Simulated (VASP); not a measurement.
Li, 1 atom in the cell. Symmetry: I4/mmm, No. 139, tetragonal system. Conventional cell: a = 3.021 Å, b = 3.021 Å, c = 4.404 Å, α = 90.00°, β = 90.00°, γ = 90.00°. Li (site symmetry 4/mmm) has 12 Li at 3.02 to 3.07 Å within 4.0 Å.  This cell differs from its parent crystal: equal xx and yy strain of -3 %.

| Property | Result |
| --- | --- |
| Program | VASP 6.6.1 |
| Task | single point |
| Functional | PBEsol |
| Potentials or basis | VASP PAW PBE potentials, release 64 (Li_sv) |
| Cutoff | 750 eV |
| k mesh | 13 × 13 × 13 |
| Occupations | fermi-dirac, width 0.08 eV |
| Spin | no spin polarisation |
| Dipole correction | no |
| Further INCAR settings | ALGO = Normal; EDIFF = 1e-06; NBANDS = 8 |

Potentials or basis: VASP PAW PBE potentials, release 64 (Li_sv).

Command:

```sh
$ cat potpaw_PBE.64/Li_sv/POTCAR > POTCAR
$ mpirun -np 1 vasp_std > vasp.out
```

Hardware: 1 thread of AMD EPYC 9R45 96-Core Processor (Zen 5) (shared host).

Problem. How long does it take, and how much memory?

Solution. Wall time 14 s on 1 thread of AMD EPYC 9R45 96-Core Processor (Zen 5) (shared host), peak memory 0.14 GiB. Counts: scf iterations 9, k points 196.
